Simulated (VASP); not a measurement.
# Ba2CaOsI6 (Fm-3m) in VASP: single point with PBE

Aim: the single point of Ba2CaOsI6 with PBE.

Program: VASP 6.6.1. These are calculated values, not measurements. Logs are shortened: lines on timing, memory, paths and dates and some standing lists are left out, and cuts for length are marked.

### Step 1. The cell of the first run

Symmetry: Fm-3m, No. 225, cubic system. The conventional cell has a = 11.245 Å, b = 11.245 Å, c = 11.245 Å, α = 90.00°, β = 90.00°, γ = 90.00°. Within 5.2 Å of Ba (site symmetry -43m) lie 12 I at 3.98 Å and 4 Ca at 4.87 Å and 4 Os at 4.87 Å. Within 4.0 Å of Ca (site symmetry m-3m) lie 6 I at 3.00 Å. Os (site symmetry m-3m) has 6 I at 2.62 Å within 3.5 Å. I (site symmetry 4mm) has 1 Os at 2.62 Å and 1 Ca at 3.00 Å within 3.5 Å.

### Step 2. Single point, PBE

INCAR

```
PREC = Accurate
ENCUT = 520
EDIFF = 1E-6
ISMEAR = 0
SIGMA = 0.0138
LREAL = F
LASPH = T
NELM = 60
ALGO = Normal
ISIF = 2
LWAVE = F
LCHARG = T
GGA = PE
LELF = T
LVHAR = T
NBANDS = 51
```

KPOINTS

```
Automatic mesh
0
Gamma
  4 4 4
```

POSCAR

```
Ba2CaOsI6
1.0
    0.0000000000      5.6225930000      5.6225930000
    5.6225930000      0.0000000000      5.6225930000
    5.6225930000      5.6225930000      0.0000000000
Ba Ca Os I
2 1 1 6
Direct
    0.2500000000      0.2500000000      0.2500000000
    0.7500000000      0.7500000000      0.7500000000
    0.5000000000      0.5000000000      0.5000000000
    0.0000000000      0.0000000000      0.0000000000
    0.7670000000      0.2330000000      0.2330000000
    0.2330000000      0.7670000000      0.2330000000
    0.2330000000      0.7670000000      0.7670000000
    0.7670000000      0.2330000000      0.7670000000
    0.2330000000      0.2330000000      0.7670000000
    0.7670000000      0.7670000000      0.2330000000
```

Potentials or basis: VASP PAW PBE potentials, release 64 (Ba_sv, Ca_sv, Os, I).

On the command line:

```
$ cat potpaw_PBE.64/Ba_sv/POTCAR potpaw_PBE.64/Ca_sv/POTCAR potpaw_PBE.64/Os/POTCAR potpaw_PBE.64/I/POTCAR > POTCAR
$ mpirun -np 1 vasp_std > vasp.out
```

OUTCAR:

```text
PREC = Accurate
   ENCUT = 520
   EDIFF = 1E-6
   ISMEAR = 0
   LREAL = F
   LASPH = T
   NELM = 60
   ISIF = 2
   GGA = PE

 ion  position               nearest neighbor table
   1  0.250  0.250  0.250-   5 3.98   8 3.98   6 3.98   7 3.98   7 3.98   8 3.98   5 3.98   6 3.98
                             9 3.98  10 3.98  10 3.98   9 3.98
   2  0.750  0.750  0.750-   7 3.98   8 3.98   5 3.98   6 3.98   5 3.98   8 3.98   6 3.98   7 3.98
                             9 3.98  10 3.98  10 3.98   9 3.98
   3  0.500  0.500  0.500-   5 3.00   6 3.00   7 3.00   8 3.00   9 3.00  10 3.00
   4  0.000  0.000  0.000-   5 2.62   6 2.62   7 2.62   8 2.62   9 2.62  10 2.62
   5  0.767  0.233  0.233-   4 2.62   3 3.00   1 3.98   2 3.98   2 3.98   1 3.98
   6  0.233  0.767  0.233-   4 2.62   3 3.00   1 3.98   2 3.98   2 3.98   1 3.98
   7  0.233  0.767  0.767-   4 2.62   3 3.00   2 3.98   2 3.98   1 3.98   1 3.98
   8  0.767  0.233  0.767-   4 2.62   3 3.00   2 3.98   2 3.98   1 3.98   1 3.98
   9  0.233  0.233  0.767-   4 2.62   3 3.00   1 3.98   2 3.98   2 3.98   1 3.98
  10  0.767  0.767  0.233-   4 2.62   3 3.00   2 3.98   2 3.98   1 3.98   1 3.98

  LATTYP: Found a face centered cubic cell.
 ALAT       =    11.2451860000

  Lattice vectors:

 A1 = (   0.0000000000,   5.6225930000,   5.6225930000)
 A2 = (   5.6225930000,   0.0000000000,   5.6225930000)
 A3 = (   5.6225930000,   5.6225930000,   0.0000000000)

Analysis of symmetry for initial positions (statically):
=====================================================================
 Subroutine PRICEL returns:
 Original cell was already a primitive cell.

 Routine SETGRP: Setting up the symmetry group for a
 face centered cubic supercell.

 Subroutine GETGRP returns: Found 48 space group operations
 (whereof 48 operations were pure point group operations)
 out of a pool of 48 trial point group operations.

The static configuration has the point symmetry O_h .

Analysis of symmetry for dynamics (positions and initial velocities):
=====================================================================
 Subroutine PRICEL returns:
 Original cell was already a primitive cell.

 Routine SETGRP: Setting up the symmetry group for a
 face centered cubic supercell.

 Subroutine GETGRP returns: Found 48 space group operations
 (whereof 48 operations were pure point group operations)
 out of a pool of 48 trial point group operations.

The dynamic configuration has the point symmetry O_h .

 Subroutine INISYM returns: Found 48 space group operations
 (whereof 48 operations are pure point group operations),
 and found     1 'primitive' translations

[... 103 lines left out ...]
   PSTRESS=    0.0 pullay stress
   NELECT =      80.0000    total number of electrons
   NUPDOWN=      -1.0000    fix difference up-down
   EMIN   =  10.00;   EMAX   =-10.00  energy-range for DOS
   EFERMI =   0.00;   METHOD = LEGACY
   ISMEAR =     0;   SIGMA  =   0.01  broadening in eV -4-tet -1-fermi 0-gaus
   EFERMI_NEDOS =   21; number of points for ismear=-14 and -15
   IALGO  =     38    algorithm
   IMIX   =      4    mixing-type and parameters
     AMIX     =   0.40;   BMIX     =  1.00
     AMIX_MAG =   1.60;   BMIX_MAG =  1.00
  volume/ion in A,a.u.               =      35.55       239.90
  Fermi-wavevector in a.u.,A,eV,Ry     =   0.995768  1.881729 13.490911  0.991554
  Thomas-Fermi vector in A             =   2.127811
   LORBIT       =      0    0 simple, 1 ext, 2 COOP (PROOUT), +10 PAW based schemes
   GGA     = PE    functional components
   LHFCALC =     F    Hartree Fock is set to
   AEXX    =    0.0000 exact exchange contribution
   IVDW    =     0    specifies the selected vdW correction
   LEPSILON=     F    determine dielectric tensor
   LRPA    =     F    only Hartree local field effects (RPA)
 non-spin polarized calculation
 Gauss-broadening in eV      SIGMA  =   0.01
  energy-cutoff  :      520.00
  volume of cell :      355.50
 maximum number of plane-waves:      9608
   NGX = 29   NGY = 29   NGZ = 29

 number of electron      80.0000000 magnetization

 Free energy of the ion-electron system (eV)
  ---------------------------------------------------
  ext. energy  EPLUGINS =         0.00000000
  ---------------------------------------------------
  free energy    TOTEN  =       -33.02647247 eV

  energy without entropy =      -33.02231504  energy(sigma->0) =      -33.02439376

 E-fermi :   6.3129     XC(G=0):  -8.7982

 val. band max:        6.3122549924   @ k =  -0.2500   0.2500   0.0000
 cond. band min:       6.3416177918   @ k =   0.0000   0.0000   0.0000
 fundamental gap:      0.0293627994
 Fermi energy:         6.3128628010

 k-point     1 :       0.0000    0.0000    0.0000
  band No.  band energies     occupation
      1     -36.3686      2.00000
      2     -24.2679      2.00000
      3     -24.2661      2.00000
      4     -17.4491      2.00000
      5     -17.4491      2.00000
      6     -17.4491      2.00000
[... 421 lines left out ...]
     50       7.9978      0.00000
     51       8.0636      0.00000

------------------------ aborting loop because EDIFF is reached ----------------------------------------

  FORCE on cell =-STRESS in cart. coord.  units (eV):
  Direction    XX          YY          ZZ          XY          YZ          ZX
  --------------------------------------------------------------------------------------
  -------------------------------------------------------------------------------------
  Total        8.4766766      8.4766766      8.4766766      0.0000000      0.0000000      0.0000000
  in kB       38.2028934     38.2028934     38.2028934      0.0000000      0.0000000      0.0000000
  external PRESSURE =      38.2028934 kB  Pullay stress =       0.0000000 kB

 VOLUME and BASIS-vectors are now :
 -----------------------------------------------------------------------------
  energy-cutoff  :      520.00
  volume of cell :      355.50
      direct lattice vectors                 reciprocal lattice vectors
     0.000000000  5.622593000  5.622593000    -0.088926942  0.088926942  0.088926942
     5.622593000  0.000000000  5.622593000     0.088926942 -0.088926942  0.088926942
     5.622593000  5.622593000  0.000000000     0.088926942  0.088926942 -0.088926942

 POSITION                                       TOTAL-FORCE (eV/Angst)
 -----------------------------------------------------------------------------------
      2.81130      2.81130      2.81130        -0.000000     -0.000000     -0.000000
      8.43389      8.43389      8.43389        -0.000000      0.000000     -0.000000
      5.62259      5.62259      5.62259         0.000000      0.000000     -0.000000
      0.00000      0.00000      0.00000         0.000000      0.000000     -0.000000
      2.62013      5.62259      5.62259         0.904487      0.000000     -0.000000
      5.62259      2.62013      5.62259         0.000000      0.904487     -0.000000
      8.62506      5.62259      5.62259        -0.904487      0.000000     -0.000000
      5.62259      8.62506      5.62259         0.000000     -0.904487     -0.000000
      5.62259      5.62259      2.62013         0.000000      0.000000      0.904487
      5.62259      5.62259      8.62506         0.000000      0.000000     -0.904487
 -----------------------------------------------------------------------------------
    total drift:                                0.000000      0.000000      0.000000

  FREE ENERGIE OF THE ION-ELECTRON SYSTEM (eV)
  ---------------------------------------------------
  free  energy   TOTEN  =       -33.0264724699 eV

  energy  without entropy=      -33.0223150445  energy(sigma->0) =      -33.02439376
```

stdout:

```text
POSCAR found type information on POSCAR BaCaOsI
 POSCAR found :  4 types and      10 ions
 scaLAPACK will be used
 LDA part: xc-table for (Slater+PW92), standard interpolation
 POSCAR, INCAR and KPOINTS ok, starting setup
 FFT: planning ... GRIDC
 FFT: planning ... GRID_SOFT
 FFT: planning ... GRID
 WAVECAR not read
 entering main loop
```

Wall time 8.3 min (1 thread of Oxide Virtual Turin-like, shared host); peak memory 0.57 GiB.

Results:

* Free energy: -33.0265 eV
* Pressure: 3.8 GPa
* Largest force: 0.904 eV/Å
* Band gap on the k mesh: zero (bands 40 and 41 overlap by 0.74 eV)

Forces in eV/Å, atoms in the order of the input:
```
Ba   0.000  0.000  0.000
Ba   0.000  0.000  0.000
Ca   0.000  0.000  0.000
Os   0.000  0.000  0.000
I    0.904  0.000  0.000
I    0.000  0.904  0.000
I   -0.904  0.000  0.000
I    0.000 -0.904  0.000
I    0.000  0.000  0.904
I    0.000  0.000 -0.904
```

Levels at points of the mesh, in eV from the Fermi level:
| k point | band 37 | band 38 | band 39 | band 40 | band 41 | band 42 | band 43 | band 44 |
| --- | --- | --- | --- | --- | --- | --- | --- | --- |
| (0.00, 0.00, 0.00) | -2.09 | -2.09 | -2.09 | -0.45 | -0.37 | -0.37 | 0.03 | 0.34 |
| (0.50, 0.00, 0.00) | -1.87 | -1.70 | -1.70 | 0.36 | 0.46 | 0.46 | 0.49 | 0.59 |
| (0.50, 0.50, 0.00) | -2.16 | -1.33 | -1.33 | -0.45 | 0.21 | 0.62 | 0.62 | 0.83 |

Caveat: the cell stands under pressure; spin-orbit coupling is left out, which moves the levels of the heavy elements.

The gap in the log of VASP goes by the Fermi energy; the results here count the filled bands.